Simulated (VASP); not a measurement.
Wanted: the native input for a VASP 6.6.1 run.

| Property | Result |
| --- | --- |
| Task | single point |
| Functional | PBE |
| Potentials or basis | VASP PAW PBE potentials, release 64 (Hg) |
| Cutoff | 520 eV |
| k mesh | 12 × 12 × 4 |
| Occupations | gaussian, width 0.05 eV |
| Spin | no spin polarisation |
| Dipole correction | no |
| Further INCAR settings | ALGO = Fast; EDIFF = 1e-06; NBANDS = 25 |

The structure of Hg lies in POSCAR:

```
Hg
1.0
    3.1723700084     -1.7772470933      0.0010301727
    3.1723700084      1.7772470933      0.0010301727
   -2.1185379324      0.0000000000      7.9413009545
Hg
3
Direct
    0.7834957515      0.7834957515      0.3507689725
    0.2165042485      0.2165042485      0.6492310275
    0.0000000000      0.0000000000      0.0000000000
```

This cell differs from its parent crystal: strained.

These files were run (other wordings do the same):

INCAR

```
  PREC = Accurate
  ENCUT = 520
  EDIFF = 1E-6
  ISMEAR = 0
  SIGMA = 0.05
  LREAL = False
  LASPH = True
  NELM = 100
  ALGO = Fast
  ISIF = 2
  LWAVE = False
  LCHARG = False
  GGA = PE
  NBANDS = 25
```

KPOINTS

```
regular mesh
0
Gamma
  12 12 4
```

Potentials or basis: VASP PAW PBE potentials, release 64 (Hg).

Run with:

```sh
$ cat potpaw_PBE.64/Hg/POTCAR > POTCAR
$ mpirun -np 1 vasp_std > vasp.out
```

It gave:

* Pressure: 0.9 GPa
* Largest force: 0.323 eV/Å
* Band gap on the k mesh: zero (band 18 reaches 0.83 eV, above the bottom of band 19 at 0.76 eV)

Caveat: the cell differs from its parent crystal (strained); spin-orbit coupling is left out, which moves the levels of the heavy elements.

Wall time 4 min on 1 thread of Intel Xeon 6975P-C, on a shared host, peak memory 0.42 GiB.
